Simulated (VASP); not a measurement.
# Si3SnSe4 (Pm-3m) in VASP: a series of runs, part 2 of 2

VASP 6.6.1. The steps go on from the part before.

## 3. Relaxation of cell and atoms, PBE

This run uses another cell than the first one, of 21.53 Å³/atom.

The input, INCAR:

```
SYSTEM = Si3SnSe4
ALGO = Normal
EDIFF = 1E-7
EDIFFG = -0.01
ENCUT = 600
GGA = PE
IBRION = 2
ISIF = 3
ISMEAR = 0
LASPH = .TRUE.
LCHARG = .FALSE.
LREAL = .FALSE.
LWAVE = .FALSE.
NELM = 100
NSW = 100
PREC = Accurate
SIGMA = 0.1
```

The input, KPOINTS:

```
k-points
0
G
  8 8 8
  0 0 0
```

The input, POSCAR:

```
Si3SnSe4
1.0
    5.5642141796      0.0000000000      0.0000000000
    0.0000000000      5.5642141796      0.0000000000
    0.0000000000      0.0000000000      5.5642141796
Si Sn Se
3 1 4
Direct
    0.0000000000      0.5000000000      0.5000000000
    0.5000000000      0.0000000000      0.5000000000
    0.5000000000      0.5000000000      0.0000000000
    0.5000000000      0.5000000000      0.5000000000
    0.5000000000      0.0000000000      0.0000000000
    0.0000000000      0.5000000000      0.0000000000
    0.0000000000      0.0000000000      0.5000000000
    0.0000000000      0.0000000000      0.0000000000
```

Potentials or basis: VASP PAW PBE potentials, release 64 (Si, Sn_d, Se).

Started as:

```console
$ cat potpaw_PBE.64/Si/POTCAR potpaw_PBE.64/Sn_d/POTCAR potpaw_PBE.64/Se/POTCAR > POTCAR
$ mpirun -np 1 vasp_std > vasp.out
```

OUTCAR:

```text
SYSTEM = Si3SnSe4
   EDIFF = 1E-7
   EDIFFG = -0.01
   ENCUT = 600
   GGA = PE
   IBRION = 2
   ISIF = 3
   ISMEAR = 0
   LASPH = .TRUE.
   LREAL = .FALSE.
   NELM = 100
   NSW = 100
   PREC = Accurate

 ion  position               nearest neighbor table
   1  0.000  0.500  0.500-   4 2.78   6 2.78   7 2.78   6 2.78   7 2.78   4 2.78
   2  0.500  0.000  0.500-   4 2.78   5 2.78   7 2.78   5 2.78   4 2.78   7 2.78
   3  0.500  0.500  0.000-   4 2.78   5 2.78   6 2.78   4 2.78   5 2.78   6 2.78
   4  0.500  0.500  0.500-   1 2.78   2 2.78   3 2.78   3 2.78   2 2.78   1 2.78
   5  0.500  0.000  0.000-   2 2.78   3 2.78   8 2.78   2 2.78   3 2.78   8 2.78
   6  0.000  0.500  0.000-   1 2.78   3 2.78   8 2.78   1 2.78   8 2.78   3 2.78
   7  0.000  0.000  0.500-   1 2.78   2 2.78   8 2.78   8 2.78   1 2.78   2 2.78
   8  0.000  0.000  0.000-   5 2.78   6 2.78   7 2.78   7 2.78   6 2.78   5 2.78

  LATTYP: Found a simple cubic cell.
 ALAT       =     5.5642141796

  Lattice vectors:

 A1 = (   5.5642141796,   0.0000000000,   0.0000000000)
 A2 = (   0.0000000000,   5.5642141796,   0.0000000000)
 A3 = (   0.0000000000,   0.0000000000,   5.5642141796)

Analysis of symmetry for initial positions (statically):
=====================================================================
 Subroutine PRICEL returns:
 Original cell was already a primitive cell.

 Routine SETGRP: Setting up the symmetry group for a
 simple cubic supercell.

 Subroutine GETGRP returns: Found 48 space group operations
 (whereof 48 operations were pure point group operations)
 out of a pool of 48 trial point group operations.

The static configuration has the point symmetry O_h .

Analysis of symmetry for dynamics (positions and initial velocities):
=====================================================================
 Subroutine PRICEL returns:
 Original cell was already a primitive cell.

 Routine SETGRP: Setting up the symmetry group for a
 simple cubic supercell.

 Subroutine GETGRP returns: Found 48 space group operations
 (whereof 48 operations were pure point group operations)
[... 144 lines left out ...]
   LRPA    =     F    only Hartree local field effects (RPA)
 conjugate gradient relaxation of ions
 non-spin polarized calculation
 Gauss-broadening in eV      SIGMA  =   0.10
  energy-cutoff  :      600.00
  volume of cell :      172.27
 maximum number of plane-waves:      5832
 NGX is ok and might be reduce to    48
   NGX = 23   NGY = 23   NGZ = 23

--------------------------------------- Ionic step        1  -------------------------------------------

 number of electron      49.9999994 magnetization

 Free energy of the ion-electron system (eV)
  ---------------------------------------------------
  ext. energy  EPLUGINS =         0.00000000
  ---------------------------------------------------
  free energy    TOTEN  =       -32.78843740 eV

  energy without entropy =      -32.77888747  energy(sigma->0) =      -32.78366244

------------------------ aborting loop because EDIFF is reached ----------------------------------------

  FORCE on cell =-STRESS in cart. coord.  units (eV):
  Direction    XX          YY          ZZ          XY          YZ          ZX
  --------------------------------------------------------------------------------------
  -------------------------------------------------------------------------------------
  Total       -0.6936219     -0.6936219     -0.6936219     -0.0000000      0.0000000     -0.0000000
  in kB       -6.4509231     -6.4509231     -6.4509231     -0.0000000      0.0000000     -0.0000000
  external PRESSURE =      -6.4509231 kB  Pullay stress =       0.0000000 kB
[... 71 lines left out ...]
--------------------------------------- Ionic step        3  -------------------------------------------

 number of electron      49.9999995 magnetization

 Free energy of the ion-electron system (eV)
  ---------------------------------------------------
  ext. energy  EPLUGINS =         0.00000000
  ---------------------------------------------------
  free energy    TOTEN  =       -32.79181201 eV

  energy without entropy =      -32.78238920  energy(sigma->0) =      -32.78710061

 E-fermi :   6.3209     XC(G=0): -10.0847

 val. band max:        6.2988963541   @ k =   0.5000   0.5000   0.1250
 cond. band min:       6.4033161251   @ k =   0.3750   0.3750   0.1250
 fundamental gap:      0.1044197710
 Fermi energy:         6.3209148832

 k-point     1 :       0.0000    0.0000    0.0000
  band No.  band energies     occupation
      1     -15.0017      2.00000
      2     -15.0017      2.00000
      3     -14.9532      2.00000
      4     -14.9532      2.00000
      5     -14.9532      2.00000
      6      -9.3612      2.00000
[... 781 lines left out ...]
     29       7.4833      0.00000
     30       8.1022      0.00000

 [... further k-points ...]

------------------------ aborting loop because EDIFF is reached ----------------------------------------

  FORCE on cell =-STRESS in cart. coord.  units (eV):
  Direction    XX          YY          ZZ          XY          YZ          ZX
  --------------------------------------------------------------------------------------
  -------------------------------------------------------------------------------------
  Total        0.0027279      0.0027279      0.0027279     -0.0000000      0.0000000     -0.0000000
  in kB        0.0256169      0.0256169      0.0256169     -0.0000000      0.0000000     -0.0000000
  external PRESSURE =       0.0256169 kB  Pullay stress =       0.0000000 kB
[... 23 lines left out ...]
  FREE ENERGIE OF THE ION-ELECTRON SYSTEM (eV)
  ---------------------------------------------------
  free  energy   TOTEN  =       -32.7918120065 eV

  energy  without entropy=      -32.7823892038  energy(sigma->0) =      -32.78710061

 reached required accuracy - stopping structural energy minimisation
```

OSZICAR:

```text
N       E                     dE             d eps       ncg     rms          rms(c)
DAV:   1     0.392147041445E+03    0.39215E+03   -0.23126E+04  2108   0.185E+03
[... 28 lines left out ...]
DAV:   1    -0.327937228955E+02   -0.22198E-02   -0.45726E-02  2684   0.192E+00    0.252E-01
DAV:   2    -0.327922044593E+02    0.15184E-02   -0.30909E-03  2708   0.532E-01    0.104E-01
DAV:   3    -0.327918460826E+02    0.35838E-03   -0.11371E-03  2906   0.281E-01    0.261E-02
DAV:   4    -0.327918188905E+02    0.27192E-04   -0.60430E-05  2376   0.426E-02    0.113E-02
DAV:   5    -0.327918134769E+02    0.54136E-05   -0.87758E-06  2704   0.177E-02    0.561E-03
DAV:   6    -0.327918123871E+02    0.10897E-05   -0.94304E-07  2394   0.644E-03    0.239E-03
DAV:   7    -0.327918119359E+02    0.45124E-06   -0.11203E-07  1478   0.265E-03    0.585E-04
DAV:   8    -0.327918120065E+02   -0.70615E-07   -0.52846E-08  1386   0.140E-03
   3 F= -.32791812E+02 E0= -.32787101E+02  d E =-.337461E-02
```

CONTCAR:

```text
Si3SnSe4
   1.00000000000000
     5.5463075560107011   -0.0000000000000000   -0.0000000000000000
    -0.0000000000000000    5.5463075560107011   -0.0000000000000000
     0.0000000000000000    0.0000000000000000    5.5463075560107011
  Si              Sn              Se
     3     1     4
Direct
     0.0000000000000000    0.5000000000000000    0.5000000000000000
     0.5000000000000000    0.0000000000000000    0.5000000000000000
     0.5000000000000000    0.5000000000000000    0.0000000000000000
     0.5000000000000000    0.5000000000000000    0.5000000000000000
     0.5000000000000000    0.0000000000000000    0.0000000000000000
     0.0000000000000000    0.5000000000000000    0.0000000000000000
     0.0000000000000000    0.0000000000000000    0.5000000000000000
     0.0000000000000000    0.0000000000000000    0.0000000000000000

  0.00000000E+00  0.00000000E+00  0.00000000E+00
  0.00000000E+00  0.00000000E+00  0.00000000E+00
  0.00000000E+00  0.00000000E+00  0.00000000E+00
  0.00000000E+00  0.00000000E+00  0.00000000E+00
  0.00000000E+00  0.00000000E+00  0.00000000E+00
  0.00000000E+00  0.00000000E+00  0.00000000E+00
  0.00000000E+00  0.00000000E+00  0.00000000E+00
  0.00000000E+00  0.00000000E+00  0.00000000E+00
```

Run time: 9.2 min. Hardware: 1 thread of Intel Xeon Platinum 8488C (Sapphire Rapids), shared host; peak memory 0.48 GiB.

What came out:

```yaml
Free_energy: -32.7918 eV
Relaxed_volume: 21.33 Å³/atom
Relaxed_cell: a = 5.546 Å, b = 5.546 Å, c = 5.546 Å, α = 90.00°, β = 90.00°, γ = 90.00°
Space_group_after_relaxing_to_0.1_Å: Pm-3m (No. 221)
Energy_gained_by_relaxing: 0.4 meV/atom
Ionic_steps: 3
Pressure_after_relaxing: 0.0 GPa
Band_gap_on_the_k_mesh: zero (bands 25 and 26 overlap by 0.85 eV)
```

Step by step:
```
step  energy change (eV)  largest force (eV/Å)  pressure (GPa)  volume (Å³)
   1              0.0000                0.0000           -0.65       172.27
   2             -0.0031                0.0000            0.20       170.12
   3             -0.0034                0.0000            0.00       170.61
```

Final structure:
```
Si Sn Se
1.0
     5.54631    0.00000    0.00000
     0.00000    5.54631    0.00000
     0.00000    0.00000    5.54631
Si Sn Se
3 1 4
Direct
  0.00000 0.50000 0.50000
  0.50000 0.00000 0.50000
  0.50000 0.50000 0.00000
  0.50000 0.50000 0.50000
  0.50000 0.00000 0.00000
  0.00000 0.50000 0.00000
  0.00000 0.00000 0.50000
  0.00000 0.00000 0.00000
```

Caveat: spin-orbit coupling is left out, which moves the levels of the heavy elements.
